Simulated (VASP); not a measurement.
# Na3HfO (P6/mmm) in VASP: notebook, part 2 of 3

VASP 6.6.1.

### 3 Single point, PBE

This run uses another cell than the first one, of 30.21 Å³/atom.

Input file INCAR:

```
SYSTEM = Na3HfO
PREC = Accurate
ENCUT = 520
EDIFF = 1E-6
ISMEAR = 0
SIGMA = 0.1
LREAL = .FALSE.
LASPH = .TRUE.
NELM = 100
ALGO = Normal
ISIF = 2
LWAVE = .FALSE.
LCHARG = .FALSE.
GGA = PE
NBANDS = 26
```

Input file KPOINTS:

```
regular mesh
0
G
  6 6 10
  0 0 0
```

Input file POSCAR:

```
Na3HfO
1.0
    6.6632381893      0.0000000000      0.0000000000
   -3.3316190946      5.7705335434      0.0000000000
    0.0000000000      0.0000000000      3.9281388965
Na Hf O
3 1 1
Direct
    0.5000000000      0.0000000000      0.5000000000
    0.0000000000      0.5000000000      0.5000000000
    0.5000000000      0.5000000000      0.5000000000
    0.0000000000      0.0000000000      0.0000000000
    0.0000000000      0.0000000000      0.5000000000
```

Potentials or basis: VASP PAW PBE potentials, release 64 (Na_pv, Hf_pv, O).

Command:

```bash
$ cat potpaw_PBE.64/Na_pv/POTCAR potpaw_PBE.64/Hf_pv/POTCAR potpaw_PBE.64/O/POTCAR > POTCAR
$ mpirun -np 1 vasp_std > vasp.out
```

OUTCAR:

```text
SYSTEM = Na3HfO
   PREC = Accurate
   ENCUT = 520
   EDIFF = 1E-6
   ISMEAR = 0
   LREAL = .FALSE.
   LASPH = .TRUE.
   NELM = 100
   ISIF = 2
   GGA = PE

 ion  position               nearest neighbor table
   1  0.500  0.000  0.500-
   2  0.000  0.500  0.500-
   3  0.500  0.500  0.500-
   4  0.000  0.000  0.000-   5 1.96   5 1.96
   5  0.000  0.000  0.500-   4 1.96   4 1.96

  LATTYP: Found a hexagonal cell.
 ALAT       =     6.6632381893
 C/A-ratio  =     0.5895240099

  Lattice vectors:

 A1 = (   6.6632381893,   0.0000000000,   0.0000000000)
 A2 = (  -3.3316190946,   5.7705335434,   0.0000000000)
 A3 = (   0.0000000000,   0.0000000000,   3.9281388965)

Analysis of symmetry for initial positions (statically):
=====================================================================
 Subroutine PRICEL returns:
 Original cell was already a primitive cell.

 Routine SETGRP: Setting up the symmetry group for a
 hexagonal supercell.

 Subroutine GETGRP returns: Found 24 space group operations
[... 171 lines left out ...]

 E-fermi :   1.1378     XC(G=0):  -7.3842

 val. band max:        1.1068491678   @ k =   0.1667   0.1667   0.0000
 cond. band min:       1.1406499057   @ k =   0.3333  -0.0000   0.0000
 fundamental gap:      0.0338007379
 Fermi energy:         1.1378178093

 k-point     1 :       0.0000    0.0000    0.0000
  band No.  band energies     occupation
      1     -31.0453      2.00000
      2     -31.0390      2.00000
      3     -31.0390      2.00000
      4     -23.9429      2.00000
      5     -23.8992      2.00000
      6     -23.8992      2.00000
[... 685 lines left out ...]
     25       4.1102      0.00000
     26       5.3922      0.00000

 [... further k-points ...]

------------------------ aborting loop because EDIFF is reached ----------------------------------------

  FORCE on cell =-STRESS in cart. coord.  units (eV):
  Direction    XX          YY          ZZ          XY          YZ          ZX
  --------------------------------------------------------------------------------------
  -------------------------------------------------------------------------------------
  Total       -0.0065813     -0.0065813     -0.6255799     -0.0000000      0.0000000      0.0000000
  in kB       -0.0698122     -0.0698122     -6.6359819     -0.0000000      0.0000000      0.0000000
  external PRESSURE =      -2.2585354 kB  Pullay stress =       0.0000000 kB

 VOLUME and BASIS-vectors are now :
 -----------------------------------------------------------------------------
  energy-cutoff  :      520.00
  volume of cell :      151.04
      direct lattice vectors                 reciprocal lattice vectors
     6.663238189  0.000000000  0.000000000     0.150077180  0.086647101  0.000000000
    -3.331619095  5.770533543  0.000000000     0.000000000  0.173294201  0.000000000
     0.000000000  0.000000000  3.928138897     0.000000000  0.000000000  0.254573483

 POSITION                                       TOTAL-FORCE (eV/Angst)
 -----------------------------------------------------------------------------------
      3.33162      0.00000      1.96407         0.000000      0.000000      0.000000
     -1.66581      2.88527      1.96407         0.000000      0.000000      0.000000
      1.66581      2.88527      1.96407        -0.000000      0.000000      0.000000
      0.00000      0.00000      0.00000         0.000000      0.000000      0.000000
      0.00000      0.00000      1.96407         0.000000      0.000000      0.000000
 -----------------------------------------------------------------------------------
    total drift:                                0.000000     -0.000000      0.000000

  FREE ENERGIE OF THE ION-ELECTRON SYSTEM (eV)
  ---------------------------------------------------
  free  energy   TOTEN  =       -21.4149663048 eV

  energy  without entropy=      -21.3967179474  energy(sigma->0) =      -21.40584213
```

OSZICAR:

```text
N       E                     dE             d eps       ncg     rms          rms(c)
DAV:   1     0.321567191125E+03    0.32157E+03   -0.18897E+04  2192   0.138E+03
DAV:   2     0.103121104685E+02   -0.31126E+03   -0.30169E+03  2426   0.384E+02
DAV:   3    -0.240022861133E+02   -0.34314E+02   -0.33728E+02  2916   0.126E+02
DAV:   4    -0.252179793347E+02   -0.12157E+01   -0.12089E+01  2546   0.228E+01
DAV:   5    -0.252574213577E+02   -0.39442E-01   -0.39413E-01  2822   0.386E+00    0.422E+01
DAV:   6    -0.216412193605E+02    0.36162E+01   -0.18491E+01  2466   0.165E+01    0.365E+01
DAV:   7    -0.214765480325E+02    0.16467E+00   -0.20434E+00  2326   0.619E+00    0.218E+01
DAV:   8    -0.214198798727E+02    0.56668E-01   -0.25521E-01  2580   0.272E+00    0.418E+00
DAV:   9    -0.214148536891E+02    0.50262E-02   -0.32739E-02  2524   0.834E-01    0.731E-01
DAV:  10    -0.214149887648E+02   -0.13508E-03   -0.15012E-03  2928   0.211E-01    0.190E-01
DAV:  11    -0.214149957028E+02   -0.69380E-05   -0.67539E-04  2562   0.101E-01    0.670E-02
DAV:  12    -0.214149675776E+02    0.28125E-04   -0.17365E-04  2652   0.502E-02    0.482E-02
DAV:  13    -0.214149665707E+02    0.10069E-05   -0.97880E-06  2482   0.207E-02    0.110E-02
DAV:  14    -0.214149663048E+02    0.26588E-06   -0.15632E-06  1898   0.550E-03
   1 F= -.21414966E+02 E0= -.21405842E+02  d E =-.182484E-01
```

stdout:

```text
POSCAR found type information on POSCAR NaHfO
 POSCAR found :  3 types and       5 ions
 scaLAPACK will be used
 LDA part: xc-table for (Slater+PW92), standard interpolation
 POSCAR, INCAR and KPOINTS ok, starting setup
 FFT: planning ... GRIDC
 FFT: planning ... GRID_SOFT
 FFT: planning ... GRID
 WAVECAR not read
 entering main loop
```

Run time: 100 s. Hardware: 1 thread of Intel Xeon 6975P-C (Granite Rapids), shared host; peak memory 0.34 GiB.

What came out:

```yaml
Free_energy: -21.4150 eV
Pressure: -0.2 GPa
Band_gap_on_the_k_mesh: zero (an odd number of electrons rules out a gap without spin polarisation)
```

Levels at points of the mesh, in eV from the Fermi level:
| k point | band 17 | band 18 | band 19 | band 20 | band 21 | band 22 |
| --- | --- | --- | --- | --- | --- | --- |
| (0.00, 0.00, 0.00) | -3.53 | -0.34 | -0.34 | 1.03 | 1.17 | 1.17 |
| (0.50, 0.00, 0.00) | -2.53 | -1.61 | -0.68 | 0.24 | 0.74 | 1.14 |
| (0.00, 0.00, 0.50) | -1.92 | -0.32 | 0.42 | 0.42 | 2.69 | 2.69 |
| (0.50, 0.00, 0.50) | -1.31 | 0.13 | 0.30 | 0.68 | 0.87 | 1.06 |

Caveat: spin-orbit coupling is left out, which moves the levels of the heavy elements; an odd number of electrons without spin polarisation forces a metal; a magnetic or distorted state may lie lower.

### 4 Single point, PBE

This run uses another cell than the first one, of 29.74 Å³/atom.

Input file INCAR:

```
ALGO     = Normal         # electronic algorithm
EDIFF    = 1E-6           # SCF threshold, eV
ENCUT    = 520            # plane-wave cutoff, eV
GGA      = PE             # functional
ISIF     = 2              # what is computed and relaxed
ISMEAR   = 0              # smearing method
LASPH    = T              # aspherical terms in the spheres
LCHARG   = F              # write CHGCAR
LREAL    = F              # projectors in reciprocal space
LWAVE    = F              # write WAVECAR
NBANDS   = 26             # bands
NELM     = 60             # most SCF steps
PREC     = Accurate       # precision mode
SIGMA    = 0.1            # smearing width, eV
```

Input file KPOINTS:

```
k-points
0
Gamma
  6 6 6
```

Changes to POSCAR since step 3:

```diff
@@ -2,5 +2,5 @@
 1.0
-    6.6632381893      0.0000000000      0.0000000000
-   -3.3316190946      5.7705335434      0.0000000000
-    0.0000000000      0.0000000000      3.9281388965
+    6.6144114905      0.0000000000      0.0000000000
+   -3.3072057452      5.7282483818      0.0000000000
+    0.0000000000      0.0000000000      3.9242941538
 Na Hf O
```

Potentials or basis: VASP PAW PBE potentials, release 64 (Na_pv, Hf_pv, O).

Command:

```bash
$ cat potpaw_PBE.64/Na_pv/POTCAR potpaw_PBE.64/Hf_pv/POTCAR potpaw_PBE.64/O/POTCAR > POTCAR
$ mpirun -np 1 vasp_std > vasp.out
```

OUTCAR:

```text
EDIFF = 1E-6
   ENCUT = 520
   GGA = PE
   ISIF = 2
   ISMEAR = 0
   LASPH = T
   LREAL = F
   NELM = 60
   PREC = Accurate

 ion  position               nearest neighbor table
   1  0.500  0.000  0.500-
   2  0.000  0.500  0.500-
   3  0.500  0.500  0.500-
   4  0.000  0.000  0.000-   5 1.96   5 1.96
   5  0.000  0.000  0.500-   4 1.96   4 1.96

  LATTYP: Found a hexagonal cell.
 ALAT       =     6.6144114905
 C/A-ratio  =     0.5932945296

  Lattice vectors:

 A1 = (   6.6144114905,   0.0000000000,   0.0000000000)
 A2 = (  -3.3072057452,   5.7282483818,   0.0000000000)
 A3 = (   0.0000000000,   0.0000000000,   3.9242941538)

Analysis of symmetry for initial positions (statically):
=====================================================================
 Subroutine PRICEL returns:
 Original cell was already a primitive cell.

 Routine SETGRP: Setting up the symmetry group for a
 hexagonal supercell.
[... 170 lines left out ...]
  free energy    TOTEN  =       -21.42986917 eV

  energy without entropy =      -21.41804857  energy(sigma->0) =      -21.42395887

 E-fermi :   1.1962     XC(G=0):  -7.4349

 val. band max:        1.1732970702   @ k =   0.1667   0.1667   0.0000
 cond. band min:       1.2075139550   @ k =   0.3333  -0.0000   0.0000
 fundamental gap:      0.0342168849
 Fermi energy:         1.1962255847

 k-point     1 :       0.0000    0.0000    0.0000
  band No.  band energies     occupation
      1     -30.9710      2.00000
      2     -30.9545      2.00000
      3     -30.9545      2.00000
      4     -23.8731      2.00000
      5     -23.8269      2.00000
      6     -23.8269      2.00000
[... 685 lines left out ...]
     25       4.4466      0.00000
     26       4.6518      0.00000

 [... further k-points ...]

------------------------ aborting loop because EDIFF is reached ----------------------------------------

  FORCE on cell =-STRESS in cart. coord.  units (eV):
  Direction    XX          YY          ZZ          XY          YZ          ZX
  --------------------------------------------------------------------------------------
  -------------------------------------------------------------------------------------
  Total        0.1842703      0.1842703     -0.2979775      0.0000000      0.0000000     -0.0000000
  in kB        1.9855976      1.9855976     -3.2108459      0.0000000      0.0000000     -0.0000000
  external PRESSURE =       0.2534497 kB  Pullay stress =       0.0000000 kB

 VOLUME and BASIS-vectors are now :
 -----------------------------------------------------------------------------
  energy-cutoff  :      520.00
  volume of cell :      148.69
      direct lattice vectors                 reciprocal lattice vectors
     6.614411491  0.000000000  0.000000000     0.151185030  0.087286718  0.000000000
    -3.307205745  5.728248382  0.000000000     0.000000000  0.174573436  0.000000000
     0.000000000  0.000000000  3.924294154     0.000000000  0.000000000  0.254822896

 POSITION                                       TOTAL-FORCE (eV/Angst)
 -----------------------------------------------------------------------------------
      3.30721      0.00000      1.96215        -0.000000      0.000000      0.000000
     -1.65360      2.86412      1.96215        -0.000000      0.000000      0.000000
      1.65360      2.86412      1.96215         0.000000      0.000000      0.000000
      0.00000      0.00000      0.00000        -0.000000      0.000000      0.000000
      0.00000      0.00000      1.96215        -0.000000      0.000000      0.000000
 -----------------------------------------------------------------------------------
    total drift:                                0.000000     -0.000000      0.000000

  FREE ENERGIE OF THE ION-ELECTRON SYSTEM (eV)
  ---------------------------------------------------
  free  energy   TOTEN  =       -21.4298691699 eV

  energy  without entropy=      -21.4180485695  energy(sigma->0) =      -21.42395887
```

stdout:

```text
POSCAR found type information on POSCAR NaHfO
 POSCAR found :  3 types and       5 ions
 scaLAPACK will be used
 LDA part: xc-table for (Slater+PW92), standard interpolation
 POSCAR, INCAR and KPOINTS ok, starting setup
 FFT: planning ... GRIDC
 FFT: planning ... GRID_SOFT
 FFT: planning ... GRID
 WAVECAR not read
 entering main loop
```

Wall time 61 s (1 thread of Intel Xeon 6975P-C (Granite Rapids), shared host); peak memory 0.31 GiB.

Results:

| Item | Value |
| --- | --- |
| Free energy | -21.4299 eV |
| Pressure | 0.0 GPa |
| Band gap on the k mesh | zero (an odd number of electrons rules out a gap without spin polarisation) |

Caveat: spin-orbit coupling is left out, which moves the levels of the heavy elements; an odd number of electrons without spin polarisation forces a metal; a magnetic or distorted state may lie lower.

### 5 Relaxation of cell and atoms, PBE

Input file INCAR:

```
PREC = Accurate
ENCUT = 600
EDIFF = 1E-7
ISMEAR = 0
SIGMA = 0.1
LREAL = F
LASPH = T
NELM = 80
ALGO = Normal
ISIF = 3
LWAVE = F
LCHARG = F
GGA = PE
IBRION = 2
NSW = 90
EDIFFG = -0.04
```

Input file KPOINTS:

```
regular mesh
0
Gamma
  6 6 6
```

Changes to POSCAR since step 4:

```diff
@@ -2,5 +2,5 @@
 1.0
-    6.6144114905      0.0000000000      0.0000000000
-   -3.3072057452      5.7282483818      0.0000000000
-    0.0000000000      0.0000000000      3.9242941538
+    5.3464873800      0.0000000000      0.0000000000
+   -2.6732436900      4.6301938900      0.0000000000
+    0.0000000000      0.0000000000      3.6335736600
 Na Hf O
```

Command:

```bash
$ cat potpaw_PBE.64/Na_pv/POTCAR potpaw_PBE.64/Hf_pv/POTCAR potpaw_PBE.64/O/POTCAR > POTCAR
$ mpirun -np 1 vasp_std > vasp.out
```

It took 7.9 min on 1 thread of Intel Xeon 6975P-C (Granite Rapids), shared host; peak memory 0.31 GiB.

The run converged. Its results:

```
Free energy                           : -21.3654 eV
Relaxed volume                        : 28.92 Å³/atom
Relaxed cell                          : a = 6.527 Å, b = 6.527 Å, c = 3.919 Å, α = 90.00°, β = 90.00°, γ = 120.00°
Space group after relaxing (to 0.1 Å) : P6/mmm (No. 191)
Energy gained by relaxing             : 494.8 meV/atom
Ionic steps                           : 11
Pressure after relaxing               : 0.0 GPa
Band gap on the k mesh                : zero (an odd number of electrons rules out a gap without spin polarisation)
```

Step by step:
```
step  energy change (eV)  largest force (eV/Å)  pressure (GPa)  volume (Å³)
   1              0.0000                0.0000           26.24        89.95
   2             -0.5481                0.0000           -5.29       132.89
   3             -1.6228                0.0000            2.62       109.23
   4             -1.6257                0.0000            3.12       108.45
   5             -1.6257                0.0000            3.43       107.99
   6             -2.0341                0.0000            1.95       117.21
   7             -2.4488                0.0000            0.57       137.51
   8             -2.4721                0.0000            0.32       144.78
   9             -2.4729                0.0000            0.35       143.76
  10             -2.4695                0.0000           -0.60       146.20
  11             -2.4742                0.0000            0.01       144.60
```

Final structure:
```
Na Hf O
1.0
     6.52729    0.00000    0.00000
    -3.26364    5.65280    0.00000
     0.00000    0.00000    3.91910
Na Hf O
3 1 1
Cartesian
  3.2636 0.0000 1.9595
  -1.6318 2.8264 1.9595
  1.6318 2.8264 1.9595
  0.0000 0.0000 0.0000
  0.0000 0.0000 1.9595
```

Levels at points of the mesh, in eV from the Fermi level:
| k point | band 15 | band 16 | band 17 | band 18 | band 19 | band 20 | band 21 | band 22 |
| --- | --- | --- | --- | --- | --- | --- | --- | --- |
| (0.00, 0.00, 0.00) | -4.82 | -3.85 | -3.62 | -0.34 | -0.34 | 1.10 | 1.16 | 1.16 |
| (0.50, 0.00, 0.00) | -4.85 | -3.85 | -2.56 | -1.62 | -0.67 | 0.26 | 1.13 | 1.16 |
| (0.00, 0.00, 0.50) | -5.77 | -5.77 | -1.99 | -0.36 | 0.42 | 0.42 | 2.77 | 2.77 |
| (0.50, 0.00, 0.50) | -5.82 | -5.78 | -1.33 | 0.09 | 0.30 | 0.70 | 0.89 | 1.07 |

Caveat: the volume moved by over 15 % at a fixed basis, so the end points are rough; spin-orbit coupling is left out, which moves the levels of the heavy elements; an odd number of electrons without spin polarisation forces a metal; a magnetic or distorted state may lie lower.

(Continued in part 3 of 3.)
